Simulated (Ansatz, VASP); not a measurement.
**AlN in VASP and in Ansatz**

The input INCAR:

```
PREC     = Accurate       # precision mode
ENCUT    = 520            # plane-wave cutoff, eV
EDIFF    = 1E-6           # SCF threshold, eV
ISMEAR   = 0              # smearing method
SIGMA    = 0.05           # smearing width, eV
LREAL    = False          # projectors in reciprocal space
LASPH    = True           # aspherical terms in the spheres
NELM     = 100            # most SCF steps
ALGO     = Normal         # electronic algorithm
ISIF     = 2              # what is computed and relaxed
LWAVE    = False          # write WAVECAR
LCHARG   = False          # write CHGCAR
GGA      = PS             # functional
NBANDS   = 26             # bands
```

The input KPOINTS:

```
regular mesh
0
Gamma
  8 8 8
```

Contents of POSCAR:

```
AlN
1.0
   -3.1135599857      0.0000000000      0.0000000000
    0.0000000000      5.3928440876      0.0000000000
    1.5567799928     -2.6964220438     -4.9833504711
Al N
4 4
Direct
    0.9992443409      0.3337814449      0.9984886819
    0.4992443409      0.8337814449      0.9984886819
    0.2492443409      0.9147072369      0.4984886819
    0.7492443409      0.4147072369      0.4984886819
    0.8082562154      0.1441855807      0.6165124308
    0.3082562154      0.6441855807      0.6165124308
    0.0582562154      0.7223268502      0.1165124308
    0.5582562154      0.2223268502      0.1165124308
```

Input for Ansatz:

```yaml
crystal:
  lattice:
    - [-3.1135599857, 0.0, 0.0]
    - [0.0, 5.3928440876, 0.0]
    - [1.5567799928, -2.6964220438, -4.9833504711]
  atoms:
    - { symbol: Al, position: [0.9992443409, 0.3337814449, 0.9984886819] }
    - { symbol: Al, position: [0.4992443409, 0.8337814449, 0.9984886819] }
    - { symbol: Al, position: [0.2492443409, 0.9147072369, 0.4984886819] }
    - { symbol: Al, position: [0.7492443409, 0.4147072369, 0.4984886819] }
    - { symbol: "N", position: [0.8082562154, 0.1441855807, 0.6165124308] }
    - { symbol: "N", position: [0.3082562154, 0.6441855807, 0.6165124308] }
    - { symbol: "N", position: [0.0582562154, 0.7223268502, 0.1165124308] }
    - { symbol: "N", position: [0.5582562154, 0.2223268502, 0.1165124308] }
basis:
  ecutwfc: 520.0
kpoints:
  mp_grid: { grid: [8, 8, 8] }
hamiltonian:
  xc: pbesol
  pseudopotentials: { kind: paw, azcp: { folder: soft_1 } }
scf:
  occupations: { method: gaussian, width: 0.05 }
output:
  forces: true
  stress: true
  eigenvalues: true
```

Change from the starting cell: mode 4 frozen in at +0.000 Å and mode 15 at +0.014 Å (largest displacements).

Alike in both runs: task single point; functional PBEsol; k mesh 8 × 8 × 8; occupations gaussian, width 0.05 eV; no spin polarisation.

```csv
,VASP,Ansatz
version,VASP 6.6.1,Ansatz 0.2.0
potentials or method,"VASP PAW PBE potentials, release 64 (Al, N), cutoff 520 eV","scalar-relativistic, plane waves, PAW"
valence electrons in the cell,32,32
```

```csv
,VASP,Ansatz,Ansatz less VASP
gap on the k mesh at the Fermi level (eV),4.11,4.10,-0.016
least direct gap on the mesh (eV),4.11,4.10,-0.016
pressure (GPa),0.1,0.1,-0.02
"traceless stress, the component that is largest in VASP (GPa)",1.64,1.62,-0.023
rms of the force components (eV/Å),0.176,0.174,-0.0016
```

VASP's potentials were made for PBE, not for PBEsol, and Ansatz warns of the same on its side. Atom by atom the forces differ by 0.002 eV/Å (rms over components).
